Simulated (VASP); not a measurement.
# Ga4SeS (P4/mmm) in VASP: single point with PBE

Aim: the single point of Ga4SeS with PBE.

All numbers are computed with VASP 6.6.1; they aren't measurements. Logs are shortened: lines on timing, memory, paths and dates and some standing lists are left out, and cuts for length are marked.

**1. The cell of the first run**

It takes space group P4/mmm (No. 123, tetragonal). The conventional cell has a = 5.426 Å, b = 5.426 Å, c = 15.192 Å, α = 90.00°, β = 90.00°, γ = 90.00°. Ga (site symmetry 4mm) has 1 S at 2.27 Å within 3.0 Å. Ga (site symmetry mmm) has 2 Se at 2.71 Å within 3.6 Å. Within 3.6 Å of Se (site symmetry 4/mmm) lie 4 Ga at 2.71 Å. S (site symmetry 4/mmm) has 2 Ga at 2.27 Å within 3.0 Å.

The cell was built from a structure type or drawn by symmetry, and may not be a known phase.

**2. Single point, PBE**

INCAR reads:

```
PREC = Accurate
ENCUT = 520
EDIFF = 1E-6
ISMEAR = 0
SIGMA = 0.1
LREAL = F
LASPH = T
NELM = 80
ALGO = Normal
ISIF = 2
LWAVE = F
LCHARG = T
GGA = PE
LELF = T
LVHAR = T
NBANDS = 41
```

KPOINTS reads:

```
regular mesh
0
Gamma
  8 8 4
```

POSCAR reads:

```
Ga4SeS
1.0
    5.4261689584      0.0000000000      0.0000000000
    0.0000000000      5.4261689584      0.0000000000
    0.0000000000      0.0000000000     15.1924634712
Ga Se S
4 1 1
Direct
    0.5000000000      0.5000000000      0.8506766769
    0.5000000000      0.5000000000      0.1493233231
    0.5000000000      0.0000000000      0.5000000000
    0.0000000000      0.5000000000      0.5000000000
    0.5000000000      0.5000000000      0.5000000000
    0.5000000000      0.5000000000      0.0000000000
```

Potentials or basis: VASP PAW PBE potentials, release 64 (Ga_d, Se, S).

Run with:

```console
> cat potpaw_PBE.64/Ga_d/POTCAR potpaw_PBE.64/Se/POTCAR potpaw_PBE.64/S/POTCAR > POTCAR
> mpirun -np 1 vasp_std > vasp.out
```

OUTCAR:

```text
PREC = Accurate
   ENCUT = 520
   EDIFF = 1E-6
   ISMEAR = 0
   LREAL = F
   LASPH = T
   NELM = 80
   ISIF = 2
   GGA = PE

 ion  position               nearest neighbor table
   1  0.500  0.500  0.851-   6 2.27
   2  0.500  0.500  0.149-   6 2.27
   3  0.500  0.000  0.500-   5 2.71   5 2.71
   4  0.000  0.500  0.500-   5 2.71   5 2.71
   5  0.500  0.500  0.500-   3 2.71   4 2.71   3 2.71   4 2.71
   6  0.500  0.500  0.000-   1 2.27   2 2.27

  LATTYP: Found a simple tetragonal cell.
 ALAT       =     5.4261689584
 C/A-ratio  =     2.7998507949

  Lattice vectors:

 A1 = (   5.4261689584,   0.0000000000,   0.0000000000)
 A2 = (   0.0000000000,   5.4261689584,   0.0000000000)
 A3 = (   0.0000000000,   0.0000000000,  15.1924634712)

Analysis of symmetry for initial positions (statically):
=====================================================================
 Subroutine PRICEL returns:
 Original cell was already a primitive cell.

 Routine SETGRP: Setting up the symmetry group for a
 simple tetragonal supercell.

 Subroutine GETGRP returns: Found 16 space group operations
 (whereof 16 operations were pure point group operations)
 out of a pool of 16 trial point group operations.

The static configuration has the point symmetry D_4h.

Analysis of symmetry for dynamics (positions and initial velocities):
=====================================================================
 Subroutine PRICEL returns:
 Original cell was already a primitive cell.

 Routine SETGRP: Setting up the symmetry group for a
 simple tetragonal supercell.

 Subroutine GETGRP returns: Found 16 space group operations
 (whereof 16 operations were pure point group operations)
 out of a pool of 16 trial point group operations.

The dynamic configuration has the point symmetry D_4h.

 Subroutine INISYM returns: Found 16 space group operations
 (whereof 16 operations are pure point group operations),
 and found     1 'primitive' translations

----------------------------------------------------------------------------------------

                                     Primitive cell

  volume of cell :     447.3164

  direct lattice vectors                    reciprocal lattice vectors
     5.426168958  0.000000000  0.000000000     0.184292087  0.000000000  0.000000000
     0.000000000  5.426168958  0.000000000     0.000000000  0.184292087  0.000000000
     0.000000000  0.000000000 15.192463471     0.000000000  0.000000000  0.065822110

  length of vectors
     5.426168958  5.426168958 15.192463471     0.184292087  0.184292087  0.065822110

  position of ions in fractional coordinates (direct lattice)
     0.500000000  0.500000000  0.850676677
     0.500000000  0.500000000  0.149323323
     0.500000000  0.000000000  0.500000000
     0.000000000  0.500000000  0.500000000
     0.500000000  0.500000000  0.500000000
     0.500000000  0.500000000  0.000000000

  ion indices of the primitive-cell ions
   primitive index   ion index
                 1           1
                 2           2
                 3           3
                 4           4
                 5           5
                 6           6

----------------------------------------------------------------------------------------

 KPOINTS: regular mesh

Automatic generation of k-mesh.
 Grid dimensions read from file:
 generate k-points for:    8    8    4

 Generating k-lattice:

  Cartesian coordinates                     Fractional coordinates (reciprocal lattice)
     0.023036511  0.000000000  0.000000000     0.125000000  0.000000000  0.000000000
     0.000000000  0.023036511  0.000000000     0.000000000  0.125000000  0.000000000
     0.000000000  0.000000000  0.016455527     0.000000000  0.000000000  0.250000000

  Length of vectors
     0.023036511  0.023036511  0.016455527

  Shift w.r.t. Gamma in fractional coordinates (k-lattice)
     0.000000000  0.000000000  0.000000000

 Subroutine IBZKPT returns following result:
 ===========================================

 Found     45 irreducible k-points:

 Following reciprocal coordinates:
            Coordinates               Weight
  0.000000  0.000000  0.000000      1.000000
  0.125000  0.000000  0.000000      4.000000
  0.250000  0.000000  0.000000      4.000000
  0.375000  0.000000  0.000000      4.000000
  0.500000  0.000000  0.000000      2.000000
  0.125000  0.125000  0.000000      4.000000
[... 16 lines left out ...]
  0.375000  0.125000  0.250000     16.000000
  0.500000  0.125000  0.250000      8.000000
 [... further k-points ...]
   k-points           NKPTS =     45   k-points in BZ     NKDIM =     45   number of bands    NBANDS=     41
   number of dos      NEDOS =    301   number of ions     NIONS =      6
   total plane-waves  NPLWV = 192000
   dimension x,y,z NGX =    40 NGY =   40 NGZ =  120
   dimension x,y,z NGXF=    80 NGYF=   80 NGZF=  240
   ions per type =               4   1   1
   NGX,Y,Z   is equivalent  to a cutoff of  12.26, 12.26, 13.13 a.u.
   NGXF,Y,Z  is equivalent  to a cutoff of  24.51, 24.51, 26.26 a.u.
 SYSTEM =  unknown system
   PREC   = accura    normal or accurate (medium, high low for compatibility)
   ISTART =      0    job   : 0-new  1-cont  2-samecut
   ICHARG =      2    charge: 1-file 2-atom 10-const
   ISPIN  =      1    spin polarized calculation?
   LNONCOLLINEAR =      F non collinear calculations
   LSORBIT =      F    spin-orbit coupling
   LASPH  =      T    aspherical Exc in radial PAW
   ENCUT  =  520.0 eV  38.22 Ry    6.18 a.u.  10.09 10.09 28.25*2*pi/ulx,y,z
   NELM   =     80;   NELMIN=  2; NELMDL= -5     # of ELM steps
   EDIFF  = 0.1E-05   stopping-criterion for ELM
   LREAL  =      F    real-space projection
   EDIFFG = 0.1E-04   stopping-criterion for IOM
   NSW    =      0    number of steps for IOM
   IBRION =     -1    ionic relax: 0-MD 1-quasi-New 2-CG
   NFREE  =      0    steps in history (QN), initial steepest desc. (CG)
   ISIF   =      2    stress and relaxation
   ISYM   =      2    0-nonsym 1-usesym 2-fastsym
   POTIM  = 0.5000    time-step for ionic-motion
   TEBEG  =    0.0;   TEEND  =   0.0 temperature during run
   PSTRESS=    0.0 pullay stress
   NELECT =      64.0000    total number of electrons
   NUPDOWN=      -1.0000    fix difference up-down
   EMIN   =  10.00;   EMAX   =-10.00  energy-range for DOS
   EFERMI =   0.00;   METHOD = LEGACY
   ISMEAR =     0;   SIGMA  =   0.10  broadening in eV -4-tet -1-fermi 0-gaus
   EFERMI_NEDOS =   21; number of points for ismear=-14 and -15
   IALGO  =     38    algorithm
   IMIX   =      4    mixing-type and parameters
     AMIX     =   0.40;   BMIX     =  1.00
     AMIX_MAG =   1.60;   BMIX_MAG =  1.00
  volume/ion in A,a.u.               =      74.55       503.11
  Fermi-wavevector in a.u.,A,eV,Ry     =   0.856242  1.618063  9.975117  0.733150
  Thomas-Fermi vector in A             =   1.973114
   LORBIT       =      0    0 simple, 1 ext, 2 COOP (PROOUT), +10 PAW based schemes
   GGA     = PE    functional components
   LHFCALC =     F    Hartree Fock is set to
   AEXX    =    0.0000 exact exchange contribution
   IVDW    =     0    specifies the selected vdW correction
   LEPSILON=     F    determine dielectric tensor
   LRPA    =     F    only Hartree local field effects (RPA)
 non-spin polarized calculation
 Gauss-broadening in eV      SIGMA  =   0.10
  energy-cutoff  :      520.00
  volume of cell :      447.32
 maximum number of plane-waves:     12088
   NGX = 21   NGY = 21   NGZ = 57

 number of electron      64.0000090 magnetization

 Free energy of the ion-electron system (eV)
  ---------------------------------------------------
  ext. energy  EPLUGINS =         0.00000000
  ---------------------------------------------------
  free energy    TOTEN  =       -17.13181152 eV

  energy without entropy =      -17.11867634  energy(sigma->0) =      -17.12524393

 E-fermi :  -1.4341     XC(G=0):  -4.7356

 val. band max:       -1.4515392570   @ k =   0.3750   0.2500   0.0000
 cond. band min:      -1.0159071892   @ k =   0.2500   0.2500   0.5000
 fundamental gap:      0.4356320677
 Fermi energy:        -1.4340861811

 k-point     1 :       0.0000    0.0000    0.0000
  band No.  band energies     occupation
      1     -16.5569      2.00000
      2     -16.5254      2.00000
      3     -16.4930      2.00000
      4     -16.4930      2.00000
      5     -16.4914      2.00000
      6     -16.4905      2.00000
[... 33 lines left out ...]
     40       1.6014      0.00000
     41       1.6015      0.00000

 k-point     2 :       0.1250    0.0000    0.0000
  band No.  band energies     occupation
      1     -16.5490      2.00000
      2     -16.5254      2.00000
      3     -16.4930      2.00000
      4     -16.4930      2.00000
      5     -16.4912      2.00000
      6     -16.4895      2.00000
[... 33 lines left out ...]
     40       1.4396      0.00000
     41       1.6175      0.00000

 k-point     3 :       0.2500    0.0000    0.0000
  band No.  band energies     occupation
      1     -16.5302      2.00000
      2     -16.5253      2.00000
      3     -16.4931      2.00000
      4     -16.4930      2.00000
      5     -16.4929      2.00000
      6     -16.4825      2.00000
[... 33 lines left out ...]
     40       1.5029      0.00000
     41       1.6615      0.00000

 k-point     4 :       0.3750    0.0000    0.0000
  band No.  band energies     occupation
      1     -16.5252      2.00000
      2     -16.5135      2.00000
      3     -16.4961      2.00000
      4     -16.4930      2.00000
      5     -16.4928      2.00000
      6     -16.4686      2.00000
[... 825 lines left out ...]
     40       1.4286      0.00000
     41       1.7135      0.00000

 k-point    23 :       0.3750    0.1250    0.2500
  band No.  band energies     occupation
      1     -16.5252      2.00000
      2     -16.5107      2.00000
      3     -16.4963      2.00000
      4     -16.4945      2.00000
      5     -16.4913      2.00000
      6     -16.4636      2.00000
[... 33 lines left out ...]
     40       1.4863      0.00000
     41       1.8318      0.00000

 k-point    24 :       0.5000    0.1250    0.2500
  band No.  band energies     occupation
      1     -16.5252      2.00000
      2     -16.5049      2.00000
      3     -16.4989      2.00000
      4     -16.4946      2.00000
      5     -16.4911      2.00000
      6     -16.4601      2.00000
[... 33 lines left out ...]
     40       1.4994      0.00000
     41       1.5748      0.00000

 [... further k-points ...]
[... 5 lines left out ...]
  --------------------------------------------------------------------------------------
  -------------------------------------------------------------------------------------
  Total        0.0524517      0.0524517      0.1594394      0.0000000     -0.0000000     -0.0000000
  in kB        0.1878691      0.1878691      0.5710727      0.0000000     -0.0000000     -0.0000000
  external PRESSURE =       0.3156036 kB  Pullay stress =       0.0000000 kB

 VOLUME and BASIS-vectors are now :
 -----------------------------------------------------------------------------
  energy-cutoff  :      520.00
  volume of cell :      447.32
      direct lattice vectors                 reciprocal lattice vectors
     5.426168958  0.000000000  0.000000000     0.184292087  0.000000000  0.000000000
     0.000000000  5.426168958  0.000000000     0.000000000  0.184292087  0.000000000
     0.000000000  0.000000000 15.192463471     0.000000000  0.000000000  0.065822110

 POSITION                                       TOTAL-FORCE (eV/Angst)
 -----------------------------------------------------------------------------------
      2.71308      2.71308     12.92387         0.000000      0.000000     -0.024403
      2.71308      2.71308      2.26859         0.000000     -0.000000      0.024403
      2.71308      0.00000      7.59623        -0.000000     -0.000000      0.000000
      0.00000      2.71308      7.59623        -0.000000     -0.000000      0.000000
      2.71308      2.71308      7.59623        -0.000000     -0.000000      0.000000
      2.71308      2.71308      0.00000        -0.000000     -0.000000      0.000000
 -----------------------------------------------------------------------------------
    total drift:                               -0.000000     -0.000000      0.000000

  FREE ENERGIE OF THE ION-ELECTRON SYSTEM (eV)
  ---------------------------------------------------
  free  energy   TOTEN  =       -17.1318115184 eV

  energy  without entropy=      -17.1186763434  energy(sigma->0) =      -17.12524393
```

Wall time 12 min (1 thread of Intel Xeon Platinum 8488C (Sapphire Rapids), shared host); peak memory 0.9 GiB.

What came out:

* Free energy: -17.1318 eV
* Pressure: 0.0 GPa
* Largest force: 0.024 eV/Å
* Band gap on the k mesh: zero (bands 32 and 33 overlap by 0.84 eV)

Forces on the atoms (eV/Å):
```
Ga   0.000  0.000 -0.024
Ga   0.000  0.000  0.024
Ga   0.000  0.000  0.000
Ga   0.000  0.000  0.000
Se   0.000  0.000  0.000
S    0.000  0.000  0.000
```
